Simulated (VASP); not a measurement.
# Mo3HS6 in VASP: single point with PBEsol

Aim: the single point of Mo3HS6 with PBEsol.

All numbers are computed with VASP 6.6.1; they aren't measurements. Logs are shortened: lines on timing, memory, paths and dates and some standing lists are left out, and cuts for length are marked.

### Step 1. The cell of the first run

The cell holds a slab with vacuum, 10 atoms: a = 3.120 Å, b = 6.347 Å, c = 25.660 Å, α = 90.00°, β = 90.00°, γ = 104.23°.

### Step 2. Single point, PBEsol

The input, INCAR:

```
PREC = Accurate
ENCUT = 520
EDIFF = 1E-6
ISMEAR = 0
SIGMA = 0.1
LREAL = F
LASPH = T
NELM = 60
ALGO = Normal
ISIF = 2
LWAVE = F
LCHARG = F
LDIPOL = T
IDIPOL = 3
DIPOL = 0.5 0.5 0.469
GGA = PS
NBANDS = 50
ISYM = 0
```

The input, KPOINTS:

```
regular mesh
0
Gamma
  10 5 1
```

The input, POSCAR:

```
Mo3HS6
1.0
    3.1204068985      0.0000000000      0.0000000000
   -1.5602034492      6.1523257957      0.0000000000
    0.0000000000      0.0000000000     25.6597815141
S Mo H
6 3 1
Direct
    0.8927222996      0.7854433174      0.3312576919
    0.1715897680      0.3431782543      0.3824398182
    0.4248776924      0.8497541032      0.4354374436
    0.7047333470      0.4094654124      0.4861970894
    0.9628709172      0.9257405526      0.5411345583
    0.1730196972      0.3460381128      0.6172031673
    0.5321560338      0.0643107859      0.3568487551
    0.0634221066      0.1268429315      0.4560351157
    0.6028616924      0.2057221030      0.5588565878
    0.8396863639      0.6793714461      0.5199684682
```

Potentials or basis: VASP PAW PBE potentials, release 64 (S, Mo_sv, H).

Run with:

```sh
cat potpaw_PBE.64/S/POTCAR potpaw_PBE.64/Mo_sv/POTCAR potpaw_PBE.64/H/POTCAR > POTCAR
mpirun -np 1 vasp_std > vasp.out
```

OUTCAR:

```text
PREC = Accurate
   ENCUT = 520
   EDIFF = 1E-6
   ISMEAR = 0
   LREAL = F
   LASPH = T
   NELM = 60
   ISIF = 2
   GGA = PS
   ISYM = 0

 ion  position               nearest neighbor table
   1  0.893  0.785  0.331-   7 2.41   7 2.41
   2  0.172  0.343  0.382-   8 2.31   7 2.41   7 2.41
   3  0.425  0.850  0.435-   8 2.37   8 2.37   7 2.41
   4  0.705  0.409  0.486-   9 2.25   8 2.46   8 2.46
   5  0.963  0.926  0.541-  10 1.61   9 2.37   9 2.37   8 2.51
   6  0.173  0.346  0.617-   9 2.33   9 2.33
   7  0.532  0.064  0.357-   3 2.41   2 2.41   2 2.41   1 2.41   1 2.41   8 3.01   8 3.01
   8  0.063  0.127  0.456-   2 2.31   3 2.37   3 2.37   4 2.46   4 2.46   5 2.51   7 3.01   7 3.01
                             9 3.10   9 3.10
   9  0.603  0.206  0.559-   4 2.25   6 2.33   6 2.33   5 2.37   5 2.37   8 3.10   8 3.10
  10  0.840  0.679  0.520-   5 1.61

IMPORTANT INFORMATION: All symmetrisations will be switched off!
NOSYMM: (Re-)initialisation of all symmetry stuff for point group C_1.

----------------------------------------------------------------------------------------

                                     Primitive cell

  volume of cell :     492.6103

  direct lattice vectors                    reciprocal lattice vectors
     3.120406899  0.000000000  0.000000000     0.320471026  0.081270078  0.000000000
    -1.560203449  6.152325796  0.000000000     0.000000000  0.162540157  0.000000000
     0.000000000  0.000000000 25.659781514     0.000000000  0.000000000  0.038971493

  length of vectors
     3.120406899  6.347073932 25.659781514     0.330615342  0.162540157  0.038971493

  position of ions in fractional coordinates (direct lattice)
     0.892722300  0.785443317  0.331257692
     0.171589768  0.343178254  0.382439818
     0.424877692  0.849754103  0.435437444
     0.704733347  0.409465412  0.486197089
     0.962870917  0.925740553  0.541134558
     0.173019697  0.346038113  0.617203167
     0.532156034  0.064310786  0.356848755
     0.063422107  0.126842932  0.456035116
     0.602861692  0.205722103  0.558856588
     0.839686364  0.679371446  0.519968468

  ion indices of the primitive-cell ions
   primitive index   ion index
                 1           1
                 2           2
                 3           3
                 4           4
                 5           5
                 6           6
                 7           7
                 8           8
                 9           9
                10          10

[... 107 lines left out ...]
   EFERMI =   0.00;   METHOD = LEGACY
   ISMEAR =     0;   SIGMA  =   0.10  broadening in eV -4-tet -1-fermi 0-gaus
   EFERMI_NEDOS =   21; number of points for ismear=-14 and -15
   IALGO  =     38    algorithm
   IMIX   =      4    mixing-type and parameters
     AMIX     =   0.40;   BMIX     =  1.00
     AMIX_MAG =   1.60;   BMIX_MAG =  1.00
  volume/ion in A,a.u.               =      49.26       332.43
  Fermi-wavevector in a.u.,A,eV,Ry     =   0.889439  1.680795 10.763585  0.791101
  Thomas-Fermi vector in A             =   2.010999
   LORBIT       =      0    0 simple, 1 ext, 2 COOP (PROOUT), +10 PAW based schemes
   GGA     = PS    functional components
   LHFCALC =     F    Hartree Fock is set to
   AEXX    =    0.0000 exact exchange contribution
   IVDW    =     0    specifies the selected vdW correction
   LEPSILON=     F    determine dielectric tensor
   LRPA    =     F    only Hartree local field effects (RPA)
 non-spin polarized calculation
 Gauss-broadening in eV      SIGMA  =   0.10
  energy-cutoff  :      520.00
  volume of cell :      492.61
 maximum number of plane-waves:     13305
   NGX = 11   NGY = 23   NGZ = 95

 dipolmoment           0.000000      0.000000     -0.147880 electrons x Angstroem

 number of electron      79.0000003 magnetization

 dipolmoment           0.000000      0.000000      0.043779 electrons x Angstroem

 Free energy of the ion-electron system (eV)
  ---------------------------------------------------
  ext. energy  EPLUGINS =         0.00000000
  ---------------------------------------------------
  free energy    TOTEN  =       -68.46030538 eV

  energy without entropy =      -68.42319293  energy(sigma->0) =      -68.44174916

 E-fermi :  -0.8713     XC(G=0):  -4.2036

 val. band max:       -0.8753323183   @ k =   0.3000   0.4000   0.0000
 cond. band min:      -0.8332265172   @ k =  -0.4000   0.2000   0.0000
 fundamental gap:      0.0421058011
 Fermi energy:        -0.8712814504

 k-point     1 :       0.0000    0.0000    0.0000
  band No.  band energies     occupation
      1     -62.4641      2.00000
      2     -62.3576      2.00000
      3     -62.1269      2.00000
      4     -36.7637      2.00000
      5     -36.6930      2.00000
      6     -36.5600      2.00000
[... 1261 lines left out ...]
     49       2.2318      0.00000
     50       2.4934      0.00000

 [... further k-points ...]

------------------------ aborting loop because EDIFF is reached ----------------------------------------

 vacuum level on the upper side and lower side of the slab       (xc-potential included)         0.065        -0.343

  FORCE on cell =-STRESS in cart. coord.  units (eV):
  Direction    XX          YY          ZZ          XY          YZ          ZX
  --------------------------------------------------------------------------------------
  -------------------------------------------------------------------------------------
  Total        0.1265014     -2.7568021     -2.0458380     -0.0029123     -1.3653459     -0.0014618
  in kB        0.4114363     -8.9662876     -6.6539312     -0.0094721     -4.4406828     -0.0047543
  external PRESSURE =      -5.0695942 kB  Pullay stress =       0.0000000 kB

 VOLUME and BASIS-vectors are now :
 -----------------------------------------------------------------------------
  energy-cutoff  :      520.00
  volume of cell :      492.61
      direct lattice vectors                 reciprocal lattice vectors
     3.120406899  0.000000000  0.000000000     0.320471026  0.081270078  0.000000000
    -1.560203449  6.152325796  0.000000000     0.000000000  0.162540157  0.000000000
     0.000000000  0.000000000 25.659781514     0.000000000  0.000000000  0.038971493

 POSITION                                       TOTAL-FORCE (eV/Angst)
 -----------------------------------------------------------------------------------
      1.56021      4.83230      8.50000        -0.000233      1.625911     -0.569801
      0.00000      2.11134      9.81332         0.000786      0.829410     -1.460614
      0.00000      5.22796     11.17323        -0.000075      0.350366     -1.310351
      1.56021      2.51916     12.47571        -0.001513      1.019408      0.127165
      1.56021      5.69546     13.88539        -0.000720     -0.595767     -0.141094
      0.00000      2.12894     15.83730        -0.001481      0.009557     -0.091337
      1.56021      0.39566      9.15666        -0.001213     -2.852311      2.774928
      0.00000      0.78038     11.70176         0.002155     -0.072901      0.517211
      1.56021      1.26567     14.34014         0.001758     -0.681196      0.155420
      1.56021      4.17971     13.34228         0.000536      0.367524     -0.001527
 -----------------------------------------------------------------------------------
    total drift:                                0.000282      0.000184     -0.000460

  FREE ENERGIE OF THE ION-ELECTRON SYSTEM (eV)
  ---------------------------------------------------
  free  energy   TOTEN  =       -68.4603053842 eV

  energy  without entropy=      -68.4231929348  energy(sigma->0) =      -68.44174916

 vacuum level on the upper side and lower side of the slab         4.330         3.915
```

OSZICAR:

```text
N       E                     dE             d eps       ncg     rms          rms(c)
DAV:   1     0.622312544650E+03    0.62231E+03   -0.39683E+04  3400   0.128E+03
DAV:   2    -0.153738032551E+02   -0.63769E+03   -0.61914E+03  3420   0.295E+02
DAV:   3    -0.712433252737E+02   -0.55870E+02   -0.54090E+02  3102   0.788E+01
[... 23 lines left out ...]
DAV:  27    -0.684602994946E+02   -0.38253E-05   -0.13112E-07  1598   0.100E-03    0.955E-04
DAV:  28    -0.684603024869E+02   -0.29923E-05   -0.11629E-07  1690   0.766E-04    0.640E-04
DAV:  29    -0.684603037379E+02   -0.12510E-05   -0.41546E-08  1482   0.464E-04    0.314E-04
DAV:  30    -0.684603049959E+02   -0.12580E-05   -0.38822E-08  1584   0.420E-04    0.206E-04
DAV:  31    -0.684603053842E+02   -0.38828E-06   -0.15921E-08  1430   0.281E-04
   1 F= -.68460305E+02 E0= -.68441749E+02  d E =-.371124E-01
```

Wall time 12 min (1 thread of Intel Xeon 6975P-C (Granite Rapids), shared host); peak memory 0.79 GiB.

Results:

| Item | Value |
| --- | --- |
| Free energy | -68.4603 eV |
| Largest force | 3.979 eV/Å |
| Band gap on the k mesh | zero (an odd number of electrons rules out a gap without spin polarisation) |

Forces in eV/Å, atoms in the order of the input:
```
S    0.000  1.626 -0.570
S    0.001  0.829 -1.461
S    0.000  0.350 -1.310
S   -0.002  1.019  0.127
S   -0.001 -0.596 -0.141
S   -0.001  0.010 -0.091
Mo  -0.001 -2.852  2.775
Mo   0.002 -0.073  0.517
Mo   0.002 -0.681  0.155
H    0.001  0.368 -0.002
```

Caveat: the PAW data sets were made with another functional, which shifts forces and pressure a little.

The gap in the log of VASP goes by the Fermi energy; the results here count the filled bands.